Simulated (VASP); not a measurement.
# PtSe2 (P-3m1) in VASP: notebook, part 2 of 3

VASP 6.6.1. The steps go on from the part before.

## 4. Single point, PBE+D3(BJ), collinear spin, ferromagnetic start

This run uses another cell than the first one, of 20.27 Å³/atom, 0.965 times its volume.

File INCAR:

```
SYSTEM = PtSe2
PREC     = Accurate       ! precision mode
ENCUT    = 520            ! plane-wave cutoff, eV
EDIFF    = 1E-7           ! SCF threshold, eV
ISMEAR   = 0              ! smearing method
SIGMA    = 0.1            ! smearing width, eV
LREAL    = .False.        ! projectors in reciprocal space
LASPH    = .True.         ! aspherical terms in the spheres
NELM     = 150            ! most SCF steps
ALGO     = Normal         ! electronic algorithm
ISIF     = 2              ! what is computed and relaxed
LWAVE    = .False.        ! write WAVECAR
LCHARG   = .False.        ! write CHGCAR
ISPIN    = 2              ! spin polarisation
MAGMOM   = 1 0 0          ! initial moments
LORBIT   = 11             ! projections on sites
LMAXMIX  = 4              ! l up to which the mixer works
GGA      = PE             ! functional
IVDW     = 12             ! dispersion correction
NBANDS   = 22             ! bands
```

File KPOINTS:

```
regular mesh
0
Gamma
  6 6 4
  0 0 0
```

File POSCAR:

```
PtSe2
1.0
    3.7240006046      0.0000000000      0.0000000000
   -1.8620003023      3.2250791273      0.0000000000
    0.0000000000      0.0000000000      5.0620000000
Pt Se
1 2
Direct
    0.0000000000      0.0000000000      0.0000000000
    0.3333333333      0.6666666667      0.2500000000
    0.6666666667      0.3333333333      0.7500000000
```

Launch:

```bash
$ cat potpaw_PBE.64/Pt/POTCAR potpaw_PBE.64/Se/POTCAR > POTCAR
$ mpirun -np 1 vasp_std > vasp.out
```

It took 34 s on 1 thread of Intel Xeon 6975P-C (Granite Rapids), shared host; peak memory 0.23 GiB.

Results (log left out):

```yaml
Free_energy: -15.6186 eV
Pressure: 3.5 GPa
Largest_force: 0.609 eV/Å
Band_gap_on_the_k_mesh: zero (filled and empty bands overlap)
Net_moment: 0.00 μB per cell
Valence_electrons_inside_the_program's_atomic_spheres: Pt 9.46; Se 3.80
Dispersion_energy_per_atom: -0.477 eV
```

Forces in eV/Å, atoms in the order of the input:
```
Pt   0.000  0.000  0.000
Se   0.000  0.000  0.609
Se   0.000  0.000 -0.609
```

Stress tensor (GPa, compression positive):
```
4.15 0.00 0.00
0.00 4.15 0.00
0.00 0.00 2.15
```

Levels at points of the mesh, in eV from the Fermi level:
Spin up:
```tsv
k point	band 7	band 8	band 9	band 10	band 11	band 12	band 13	band 14	band 15	band 16
(0.00, 0.00, 0.00)	-4.03	-2.59	-1.08	-1.08	0.40	1.46	1.46	3.61	4.21	7.27
(0.50, 0.00, 0.00)	-3.72	-3.56	-3.52	-3.44	-2.98	0.66	2.35	4.78	5.83	7.10
(0.00, 0.00, 0.50)	-4.06	-2.96	-1.72	-1.51	-1.51	2.30	2.30	4.80	6.32	6.75
(0.50, 0.00, 0.50)	-3.55	-3.53	-3.24	-2.86	-1.39	0.99	1.52	4.56	4.78	7.16
```
Spin down:
| k point | band 7 | band 8 | band 9 | band 10 | band 11 | band 12 | band 13 | band 14 | band 15 | band 16 |
| --- | --- | --- | --- | --- | --- | --- | --- | --- | --- | --- |
| (0.00, 0.00, 0.00) | -4.03 | -2.59 | -1.08 | -1.08 | 0.40 | 1.46 | 1.46 | 3.61 | 4.21 | 7.27 |
| (0.50, 0.00, 0.00) | -3.72 | -3.56 | -3.52 | -3.44 | -2.98 | 0.66 | 2.35 | 4.78 | 5.83 | 7.10 |
| (0.00, 0.00, 0.50) | -4.06 | -2.96 | -1.72 | -1.51 | -1.51 | 2.30 | 2.30 | 4.80 | 6.32 | 6.75 |
| (0.50, 0.00, 0.50) | -3.55 | -3.53 | -3.24 | -2.86 | -1.39 | 0.99 | 1.52 | 4.56 | 4.78 | 7.16 |

Caveat: spin-orbit coupling is left out, which moves the levels of the heavy elements; pairwise dispersion overbinds metals, which lowers pressure and volume.

## 5. Single point, PBE+D3(BJ)

This run uses another cell than the first one, of 19.90 Å³/atom, 0.948 times its volume.

File INCAR:

```
SYSTEM = PtSe2
ALGO     = Normal         ! electronic algorithm
EDIFF    = 1E-6           ! SCF threshold, eV
ENCUT    = 520            ! plane-wave cutoff, eV
GGA      = PE             ! functional
ISIF     = 2              ! what is computed and relaxed
ISMEAR   = 0              ! smearing method
IVDW     = 12             ! dispersion correction
LASPH    = .True.         ! aspherical terms in the spheres
LCHARG   = .False.        ! write CHGCAR
LREAL    = .False.        ! projectors in reciprocal space
LWAVE    = .False.        ! write WAVECAR
NBANDS   = 18             ! bands
NELM     = 60             ! most SCF steps
PREC     = Accurate       ! precision mode
SIGMA    = 0.1            ! smearing width, eV
```

File KPOINTS:

```
k-points
0
Gamma
  6 6 4
  0 0 0
```

File POSCAR:

```
PtSe2
1.0
    3.7644458061      0.0000000000      0.0000000000
   -1.8822229031      3.2601056993      0.0000000000
    0.0000000000      0.0000000000      4.8652988526
Pt Se
1 2
Direct
    0.0000000000      0.0000000000      0.0000000000
    0.3333333333      0.6666666667      0.2644373449
    0.6666666667      0.3333333333      0.7355626551
```

Potentials or basis: VASP PAW PBE potentials, release 64 (Pt, Se).

Launch:

```bash
$ cat potpaw_PBE.64/Pt/POTCAR potpaw_PBE.64/Se/POTCAR > POTCAR
$ mpirun -np 1 vasp_std > vasp.out
```

OUTCAR:

```text
SYSTEM = PtSe2
   EDIFF = 1E-6
   ENCUT = 520
   GGA = PE
   ISIF = 2
   ISMEAR = 0
   IVDW = 12
   LASPH = .True.
   LREAL = .False.
   NELM = 60
   PREC = Accurate
 IVDW          = 12

 ion  position               nearest neighbor table
   1  0.000  0.000  0.000-   2 2.53   3 2.53   3 2.53   2 2.53   3 2.53   2 2.53
   2  0.333  0.667  0.264-   1 2.53   1 2.53   1 2.53
   3  0.667  0.333  0.736-   1 2.53   1 2.53   1 2.53

  LATTYP: Found a hexagonal cell.
 ALAT       =     3.7644458061
 C/A-ratio  =     1.2924342926

  Lattice vectors:

 A1 = (   3.7644458061,   0.0000000000,   0.0000000000)
 A2 = (  -1.8822229031,   3.2601056993,   0.0000000000)
 A3 = (   0.0000000000,   0.0000000000,   4.8652988526)

Analysis of symmetry for initial positions (statically):
=====================================================================
 Subroutine PRICEL returns:
 Original cell was already a primitive cell.

 Routine SETGRP: Setting up the symmetry group for a
 hexagonal supercell.
[... 164 lines left out ...]
  free energy    TOTEN  =       -14.20736766 eV

  energy without entropy =      -14.20302796  energy(sigma->0) =      -14.20519781

 E-fermi :   6.6607     XC(G=0): -10.7937

 val. band max:        6.6319445477   @ k =   0.0000   0.3333   0.2500
 cond. band min:       6.7784918337   @ k =   0.1667   0.1667   0.5000
 fundamental gap:      0.1465472860
 Fermi energy:         6.6607049283

 k-point     1 :       0.0000    0.0000    0.0000
  band No.  band energies     occupation
      1      -8.9850      2.00000
      2      -5.9606      2.00000
      3      -0.4603      2.00000
      4       0.4548      2.00000
      5       0.4548      2.00000
      6       2.8766      2.00000
[... 481 lines left out ...]
      5       0.6963      2.00000
      6       2.2639      2.00000
[... 10 lines left out ...]
     17      14.2938      0.00000
     18      16.7491      0.00000

------------------------ aborting loop because EDIFF is reached ----------------------------------------

 Edisp (eV)   -1.46210

 E8    (eV) :    -0.6281

  FORCE on cell =-STRESS in cart. coord.  units (eV):
  Direction    XX          YY          ZZ          XY          YZ          ZX
  --------------------------------------------------------------------------------------
  -------------------------------------------------------------------------------------
  Total       0.00818     0.00818    -0.08187    -0.00000     0.00000    -0.00000
  in kB       0.21939     0.21939    -2.19672    -0.00000     0.00000    -0.00000
  external pressure =       -0.59 kB  Pullay stress =        0.00 kB

 VOLUME and BASIS-vectors are now :
 -----------------------------------------------------------------------------
  energy-cutoff  :      520.00
  volume of cell :       59.71
      direct lattice vectors                 reciprocal lattice vectors
     3.764445806  0.000000000  0.000000000     0.265643351  0.153369260  0.000000000
    -1.882222903  3.260105699  0.000000000     0.000000000  0.306738521  0.000000000
     0.000000000  0.000000000  4.865298853     0.000000000  0.000000000  0.205537220

 POSITION                                       TOTAL-FORCE (eV/Angst)
 -----------------------------------------------------------------------------------
      0.00000      0.00000      0.00000        -0.000000      0.000000      0.000000
     -0.00000      2.17340      1.28657         0.000000     -0.000000      0.013697
      1.88222      1.08670      3.57873        -0.000000      0.000000     -0.013697
 -----------------------------------------------------------------------------------
    total drift:                               -0.000000      0.000000     -0.000000

  FREE ENERGIE OF THE ION-ELECTRON SYSTEM (eV)
  ---------------------------------------------------
  free  energy   TOTEN  =       -15.6694688896 eV

  energy  without entropy=      -15.6651291877  energy(sigma->0) =      -15.66729904
```

It took 31 s on 1 thread of Intel Xeon Platinum 8375C at 2.90GHz (Ice Lake), shared host; peak memory 0.19 GiB.

Results:

```
Free energy                : -15.6695 eV
Pressure                   : -0.1 GPa
Largest force              : 0.014 eV/Å
Band gap on the k mesh     : zero (band 11 reaches 7.39 eV, above the bottom of band 12 at 6.63 eV)
Dispersion energy per atom : -0.487 eV
```

Forces in eV/Å, atoms in the order of the input:
```
Pt   0.000  0.000  0.000
Se   0.000  0.000  0.014
Se   0.000  0.000 -0.014
```

Caveat: spin-orbit coupling is left out, which moves the levels of the heavy elements; pairwise dispersion overbinds metals, which lowers pressure and volume.

[end of part 2 of 3]
